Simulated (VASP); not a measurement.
# InAs (F-43m) in VASP: further runs

Runs on InAs. Level: LDA. Tasks: single point, relaxation of cell and atoms.

Everything below comes from runs of VASP 6.6.1. Logs are shortened: lines on timing, memory, paths and dates and some standing lists are left out, and cuts for length are marked.

### Step 1. The cell of the first run

Symmetry: F-43m, No. 216, cubic system. The conventional cell has a = 6.067 Å, b = 6.067 Å, c = 6.067 Å, α = 90.00°, β = 90.00°, γ = 90.00°. In (site symmetry -43m) has 4 As at 2.63 Å within 3.5 Å. Within 3.5 Å of As (site symmetry -43m) lie 4 In at 2.63 Å.

### Step 2. Single point, LDA (27.91 Å³/atom)

INCAR reads:

```
SYSTEM = InAs
PREC     = Accurate       ! precision mode
ENCUT    = 520            ! plane-wave cutoff, eV
EDIFF    = 1E-6           ! SCF threshold, eV
ISMEAR   = -1             ! smearing method
SIGMA    = 0.15           ! smearing width, eV
LREAL    = .FALSE.        ! projectors in reciprocal space
LASPH    = .TRUE.         ! aspherical terms in the spheres
NELM     = 100            ! most SCF steps
ALGO     = Normal         ! electronic algorithm
ISIF     = 2              ! what is computed and relaxed
LWAVE    = .FALSE.        ! write WAVECAR
LCHARG   = .TRUE.         ! write CHGCAR
GGA      = CA             ! functional
LELF     = .TRUE.         ! ELF
LVHAR    = .TRUE.       
NBANDS   = 16             ! bands
```

KPOINTS reads:

```
Automatic mesh
0
G
  12 12 12
  0 0 0
```

POSCAR reads:

```
InAs
1.0
    0.0000000000      3.0332603836      3.0332603836
    3.0332603836      0.0000000000      3.0332603836
    3.0332603836      3.0332603836      0.0000000000
In As
1 1
Direct
    0.0000000000      0.0000000000      0.0000000000
    0.7500000000      0.7500000000      0.7500000000
```

Potentials or basis: VASP PAW LDA potentials, release 64 (In_d, As).

Run with:

```
cat potpaw_LDA.64/In_d/POTCAR potpaw_LDA.64/As/POTCAR > POTCAR
mpirun -np 1 vasp_std > vasp.out
```

OUTCAR:

```text
SYSTEM = InAs
   PREC = Accurate
   ENCUT = 520
   EDIFF = 1E-6
   ISMEAR = -1
   LREAL = .FALSE.
   LASPH = .TRUE.
   NELM = 100
   ISIF = 2
   GGA = CA

 ion  position               nearest neighbor table
   1  0.000  0.000  0.000-   2 2.63   2 2.63   2 2.63   2 2.63
   2  0.750  0.750  0.750-   1 2.63   1 2.63   1 2.63   1 2.63

  LATTYP: Found a face centered cubic cell.
 ALAT       =     6.0665207672

  Lattice vectors:

 A1 = (   0.0000000000,   3.0332603836,   3.0332603836)
 A2 = (   3.0332603836,   0.0000000000,   3.0332603836)
 A3 = (   3.0332603836,   3.0332603836,   0.0000000000)

Analysis of symmetry for initial positions (statically):
=====================================================================
 Subroutine PRICEL returns:
 Original cell was already a primitive cell.

 Routine SETGRP: Setting up the symmetry group for a
 face centered cubic supercell.

 Subroutine GETGRP returns: Found 24 space group operations
 (whereof 24 operations were pure point group operations)
 out of a pool of 48 trial point group operations.

The static configuration has the point symmetry T_d .

Analysis of symmetry for dynamics (positions and initial velocities):
=====================================================================
 Subroutine PRICEL returns:
 Original cell was already a primitive cell.

 Routine SETGRP: Setting up the symmetry group for a
 face centered cubic supercell.

 Subroutine GETGRP returns: Found 24 space group operations
 (whereof 24 operations were pure point group operations)
 out of a pool of 48 trial point group operations.

The dynamic configuration has the point symmetry T_d .

 Subroutine INISYM returns: Found 24 space group operations
 (whereof 24 operations are pure point group operations),
 and found     1 'primitive' translations

----------------------------------------------------------------------------------------

                                     Primitive cell

  volume of cell :      55.8160

  direct lattice vectors                    reciprocal lattice vectors
     0.000000000  3.033260384  3.033260384    -0.164839129  0.164839129  0.164839129
     3.033260384  0.000000000  3.033260384     0.164839129 -0.164839129  0.164839129
     3.033260384  3.033260384  0.000000000     0.164839129  0.164839129 -0.164839129

  length of vectors
     4.289677973  4.289677973  4.289677973     0.285509747  0.285509747  0.285509747

  position of ions in fractional coordinates (direct lattice)
     0.000000000  0.000000000  0.000000000
     0.750000000  0.750000000  0.750000000

  ion indices of the primitive-cell ions
   primitive index   ion index
                 1           1
                 2           2

----------------------------------------------------------------------------------------

 KPOINTS: Automatic mesh

Automatic generation of k-mesh.
 Grid dimensions read from file:
 generate k-points for:   12   12   12

 Generating k-lattice:

  Cartesian coordinates                     Fractional coordinates (reciprocal lattice)
    -0.013736594  0.013736594  0.013736594     0.083333333  0.000000000  0.000000000
     0.013736594 -0.013736594  0.013736594     0.000000000  0.083333333  0.000000000
     0.013736594  0.013736594 -0.013736594     0.000000000  0.000000000  0.083333333

  Length of vectors
     0.023792479  0.023792479  0.023792479

  Shift w.r.t. Gamma in fractional coordinates (k-lattice)
     0.000000000  0.000000000  0.000000000

 Subroutine IBZKPT returns following result:
 ===========================================

 Found     72 irreducible k-points:

 Following reciprocal coordinates:
            Coordinates               Weight
  0.000000  0.000000  0.000000      1.000000
  0.083333  0.000000  0.000000      8.000000
  0.166667  0.000000  0.000000      8.000000
  0.250000  0.000000  0.000000      8.000000
  0.333333  0.000000  0.000000      8.000000
  0.416667  0.000000  0.000000      8.000000
[... 16 lines left out ...]
  0.500000  0.166667  0.000000     24.000000
 -0.416667  0.166667  0.000000     24.000000
 [... further k-points ...]
   k-points           NKPTS =     72   k-points in BZ     NKDIM =     72   number of bands    NBANDS=     16
   number of dos      NEDOS =    301   number of ions     NIONS =      2
   total plane-waves  NPLWV =  32768
   dimension x,y,z NGX =    32 NGY =   32 NGZ =   32
   dimension x,y,z NGXF=    64 NGYF=   64 NGZF=   64
   ions per type =               1   1
   NGX,Y,Z   is equivalent  to a cutoff of  12.40, 12.40, 12.40 a.u.
   NGXF,Y,Z  is equivalent  to a cutoff of  24.80, 24.80, 24.80 a.u.
 SYSTEM =  InAs
   PREC   = accura    normal or accurate (medium, high low for compatibility)
   ISTART =      0    job   : 0-new  1-cont  2-samecut
   ICHARG =      2    charge: 1-file 2-atom 10-const
   ISPIN  =      1    spin polarized calculation?
   LNONCOLLINEAR =      F non collinear calculations
   LSORBIT =      F    spin-orbit coupling
   LASPH  =      T    aspherical Exc in radial PAW
   ENCUT  =  520.0 eV  38.22 Ry    6.18 a.u.   7.98  7.98  7.98*2*pi/ulx,y,z
   NELM   =    100;   NELMIN=  2; NELMDL= -5     # of ELM steps
   EDIFF  = 0.1E-05   stopping-criterion for ELM
   LREAL  =      F    real-space projection
   EDIFFG = 0.1E-04   stopping-criterion for IOM
   NSW    =      0    number of steps for IOM
   IBRION =     -1    ionic relax: 0-MD 1-quasi-New 2-CG
   NFREE  =      0    steps in history (QN), initial steepest desc. (CG)
   ISIF   =      2    stress and relaxation
   ISYM   =      2    0-nonsym 1-usesym 2-fastsym
   POTIM  = 0.5000    time-step for ionic-motion
   TEBEG  =    0.0;   TEEND  =   0.0 temperature during run
   PSTRESS=    0.0 pullay stress
   NELECT =      18.0000    total number of electrons
   NUPDOWN=      -1.0000    fix difference up-down
   EMIN   =  10.00;   EMAX   =-10.00  energy-range for DOS
   EFERMI =   0.00;   METHOD = LEGACY
   ISMEAR =    -1;   SIGMA  =   0.15  broadening in eV -4-tet -1-fermi 0-gaus
   EFERMI_NEDOS =   21; number of points for ismear=-14 and -15
   IALGO  =     38    algorithm
   IMIX   =      4    mixing-type and parameters
     AMIX     =   0.40;   BMIX     =  1.00
     AMIX_MAG =   1.60;   BMIX_MAG =  1.00
  volume/ion in A,a.u.               =      27.91       188.33
  Fermi-wavevector in a.u.,A,eV,Ry     =   1.122654  2.121509 17.148134  1.260352
  Thomas-Fermi vector in A             =   2.259316
   LORBIT       =      0    0 simple, 1 ext, 2 COOP (PROOUT), +10 PAW based schemes
   GGA     = CA    functional components
   LHFCALC =     F    Hartree Fock is set to
   AEXX    =    0.0000 exact exchange contribution
   IVDW    =     0    specifies the selected vdW correction
   LEPSILON=     F    determine dielectric tensor
   LRPA    =     F    only Hartree local field effects (RPA)
 non-spin polarized calculation
  energy-cutoff  :      520.00
  volume of cell :       55.82
 maximum number of plane-waves:      1524
   NGX = 15   NGY = 15   NGZ = 15

 number of electron      17.9999990 magnetization

 Free energy of the ion-electron system (eV)
  ---------------------------------------------------
  ext. energy  EPLUGINS =         0.00000000
  ---------------------------------------------------
  free energy    TOTEN  =        -9.02813771 eV

  energy without entropy =       -9.02426912  energy(sigma->0) =       -9.02620342

 E-fermi :   4.5897     XC(G=0):  -9.3714

 val. band max:        4.2373863310   @ k =   0.0000   0.0000   0.0000
 cond. band min:       4.9240182608   @ k =   0.0833   0.0000   0.0000
 fundamental gap:      0.6866319297
 Fermi energy:         4.5897471712

 k-point     1 :       0.0000    0.0000    0.0000
  band No.  band energies     occupation
      1     -10.0970      2.00000
      2     -10.0970      2.00000
      3     -10.0970      2.00000
      4      -9.9724      2.00000
      5      -9.9724      2.00000
      6      -7.6148      2.00000
[... 8 lines left out ...]
     15      13.9297      0.00000
     16      13.9297      0.00000

 k-point     2 :       0.0833    0.0000    0.0000
  band No.  band energies     occupation
      1     -10.1063      2.00000
      2     -10.0943      2.00000
      3     -10.0943      2.00000
      4      -9.9725      2.00000
      5      -9.9725      2.00000
      6      -7.5429      2.00000
[... 8 lines left out ...]
     15      13.3075      0.00000
     16      13.3075      0.00000

 k-point     3 :       0.1667    0.0000    0.0000
  band No.  band energies     occupation
      1     -10.1309      2.00000
      2     -10.0874      2.00000
      3     -10.0874      2.00000
      4      -9.9724      2.00000
      5      -9.9724      2.00000
      6      -7.3354      2.00000
[... 8 lines left out ...]
     15      12.7954      0.00000
     16      12.7954      0.00000

 k-point     4 :       0.2500    0.0000    0.0000
  band No.  band energies     occupation
      1     -10.1625      2.00000
      2     -10.0789      2.00000
      3     -10.0789      2.00000
      4      -9.9713      2.00000
      5      -9.9713      2.00000
      6      -7.0178      2.00000
[... 8 lines left out ...]
     15      12.7534      0.00000
     16      12.7534      0.00000

 k-point     5 :       0.3333    0.0000    0.0000
  band No.  band energies     occupation
      1     -10.1923      2.00000
      2     -10.0717      2.00000
      3     -10.0717      2.00000
      4      -9.9688      2.00000
      5      -9.9688      2.00000
      6      -6.6418      2.00000
[... 8 lines left out ...]
     15      13.2566      0.00000
     16      13.2566      0.00000

 k-point     6 :       0.4167    0.0000    0.0000
  band No.  band energies     occupation
      1     -10.2132      2.00000
      2     -10.0674      2.00000
      3     -10.0674      2.00000
      4      -9.9659      2.00000
      5      -9.9659      2.00000
      6      -6.3064      2.00000
[... 8 lines left out ...]
     15      14.1645      0.00000
     16      14.1645      0.00000
[... 267 lines left out ...]
 k-point    21 :       0.3333    0.1667    0.0000
  band No.  band energies     occupation
      1     -10.1995      2.00000
      2     -10.0638      2.00000
      3     -10.0598      2.00000
      4      -9.9843      2.00000
      5      -9.9622      2.00000
      6      -6.6807      2.00000
[... 8 lines left out ...]
     15      14.1401      0.00000
     16      14.3361      0.00000

 k-point    22 :       0.4167    0.1667    0.0000
  band No.  band energies     occupation
      1     -10.2188      2.00000
      2     -10.0605      2.00000
      3     -10.0544      2.00000
      4      -9.9817      2.00000
      5      -9.9611      2.00000
      6      -6.3263      2.00000
[... 8 lines left out ...]
     15      14.2004      0.00000
     16      14.9578      0.00000

 k-point    23 :       0.5000    0.1667    0.0000
  band No.  band energies     occupation
      1     -10.2295      2.00000
      2     -10.0595      2.00000
      3     -10.0526      2.00000
      4      -9.9768      2.00000
      5      -9.9624      2.00000
      6      -6.0587      2.00000
[... 8 lines left out ...]
     15      14.4813      0.00000
     16      15.0182      0.00000

 k-point    24 :      -0.4167    0.1667    0.0000
  band No.  band energies     occupation
      1     -10.2293      2.00000
      2     -10.0599      2.00000
      3     -10.0541      2.00000
      4      -9.9720      2.00000
      5      -9.9665      2.00000
      6      -6.0167      2.00000
[... 8 lines left out ...]
     15      13.8578      0.00000
     16      14.2223      0.00000

 [... further k-points ...]
[... 5 lines left out ...]
  --------------------------------------------------------------------------------------
  -------------------------------------------------------------------------------------
  Total       -0.3501042     -0.3501042     -0.3501042      0.0000000      0.0000000     -0.0000000
  in kB      -10.0496012    -10.0496012    -10.0496012      0.0000000      0.0000000     -0.0000000
  external PRESSURE =     -10.0496012 kB  Pullay stress =       0.0000000 kB

 VOLUME and BASIS-vectors are now :
 -----------------------------------------------------------------------------
  energy-cutoff  :      520.00
  volume of cell :       55.82
      direct lattice vectors                 reciprocal lattice vectors
     0.000000000  3.033260384  3.033260384    -0.164839129  0.164839129  0.164839129
     3.033260384  0.000000000  3.033260384     0.164839129 -0.164839129  0.164839129
     3.033260384  3.033260384  0.000000000     0.164839129  0.164839129 -0.164839129

 POSITION                                       TOTAL-FORCE (eV/Angst)
 -----------------------------------------------------------------------------------
      0.00000      0.00000      0.00000         0.000000      0.000000      0.000000
      4.54989      4.54989      4.54989        -0.000000     -0.000000     -0.000000
 -----------------------------------------------------------------------------------
    total drift:                                0.000000      0.000000      0.000000

  FREE ENERGIE OF THE ION-ELECTRON SYSTEM (eV)
  ---------------------------------------------------
  free  energy   TOTEN  =        -9.0281377124 eV

  energy  without entropy=       -9.0242691183  energy(sigma->0) =       -9.02620342
```

It took 20 s on 1 thread of Intel Xeon 6975P-C (Granite Rapids), shared host; peak memory 0.19 GiB.

Results:

```
Free energy            : -9.0281 eV
Pressure               : -1.0 GPa
Band gap on the k mesh : zero (filled and empty bands touch)
```

Caveat: semilocal functionals underestimate gaps, and a narrow one can read as zero; spin-orbit coupling is left out, which moves the levels of the heavy elements.

### Step 3. Relaxation of cell and atoms, LDA, target pressure 7 GPa, at which the enthalpy is minimised

This run uses another cell than the first one, of 27.36 Å³/atom.

INCAR reads:

```
SYSTEM = InAs
PREC = Accurate
ENCUT = 600
EDIFF = 1E-6
ISMEAR = -1
SIGMA = 0.15
LREAL = .FALSE.
LASPH = .TRUE.
NELM = 60
ALGO = Normal
ISIF = 3
LWAVE = .FALSE.
LCHARG = .FALSE.
IBRION = 2
NSW = 80
EDIFFG = -0.001
PSTRESS = 70.0
```

KPOINTS reads:

```
regular mesh
0
G
  12 12 12
  0 0 0
```

POSCAR reads:

```
InAs
1.0
    0.0000000000      3.0133041454      3.0133041454
    3.0133041454      0.0000000000      3.0133041454
    3.0133041454      3.0133041454      0.0000000000
In As
1 1
Direct
    0.0000000000      0.0000000000      0.0000000000
    0.7500000000      0.7500000000      0.7500000000
```

Potentials or basis: VASP PAW LDA potentials, release 64 (In_d, As).

Run with:

```
cat potpaw_LDA.64/In_d/POTCAR potpaw_LDA.64/As/POTCAR > POTCAR
mpirun -np 1 vasp_std > vasp.out
```

Run time: 1.9 min. Hardware: 1 thread of Intel Xeon 6975P-C (Granite Rapids), shared host; peak memory 0.23 GiB.

It converged, with:

```yaml
Free_energy: -8.9333 eV
Relaxed_volume: 25.00 Å³/atom
Relaxed_cell: a = 4.135 Å, b = 4.135 Å, c = 4.135 Å, α = 60.00°, β = 60.00°, γ = 60.00°
Space_group_after_relaxing_to_0.1_Å: F-43m (No. 216)
Energy_change_on_relaxing_the_run_minimises_the_enthalpy: +48.8 meV/atom
Ionic_steps: 9
Pressure_after_relaxing: 7.0 GPa
Band_gap_on_the_k_mesh: 0.12 eV
```

The path:
| step | energy change (eV) | largest force (eV/Å) | pressure (GPa) | volume (Å³) |
| --- | --- | --- | --- | --- |
| 1 | 0.0000 | 0.0000 | 0.17 | 54.72 |
| 2 | 0.3774 | 0.0000 | 16.08 | 45.99 |
| 3 | 0.0950 | 0.0000 | 6.90 | 50.05 |
| 4 | 0.0990 | 0.0000 | 7.05 | 49.96 |
| 5 | 0.0969 | 0.0000 | 6.95 | 50.01 |
| 6 | 0.0980 | 0.0000 | 7.01 | 49.98 |
| 7 | 0.0978 | 0.0000 | 7.02 | 49.99 |
| 8 | 0.0974 | 0.0000 | 6.98 | 50.00 |
| 9 | 0.0976 | 0.0000 | 7.00 | 49.99 |

Final structure:
```cif
data_structure
_symmetry_space_group_name_H-M 'P 1'
_symmetry_Int_Tables_number 1
_cell_length_a 4.1349
_cell_length_b 4.1349
_cell_length_c 4.1349
_cell_angle_alpha 60.000
_cell_angle_beta 60.000
_cell_angle_gamma 60.000
_cell_volume 49.99
loop_
_atom_site_label
_atom_site_type_symbol
_atom_site_fract_x
_atom_site_fract_y
_atom_site_fract_z
_atom_site_occupancy
In1 In 0.00000 0.00000 0.00000 1
As1 As 0.75000 0.75000 0.75000 1
```

Levels at points of the mesh, in eV from the valence-band top:
```tsv
k point	band 6	band 7	band 8	band 9	band 10	band 11	band 12	band 13
(0.00, 0.00, 0.00)	-12.62	0.00	0.00	0.00	0.12	3.85	3.85	3.85
(0.50, 0.00, 0.00)	-10.79	-6.39	-1.16	-1.16	1.03	4.65	4.65	6.77
(0.50, 0.50, 0.00)	-10.13	-6.38	-2.71	-2.71	1.24	1.95	9.68	9.85
```

Caveat: the cell is relaxed towards a set pressure, so the run minimises the enthalpy, not the energy; the smearing spreads over this small gap; semilocal functionals underestimate gaps, and a narrow one can read as zero; spin-orbit coupling is left out, which moves the levels of the heavy elements.

The gap in the log of VASP goes by the Fermi energy; the results here count the filled bands.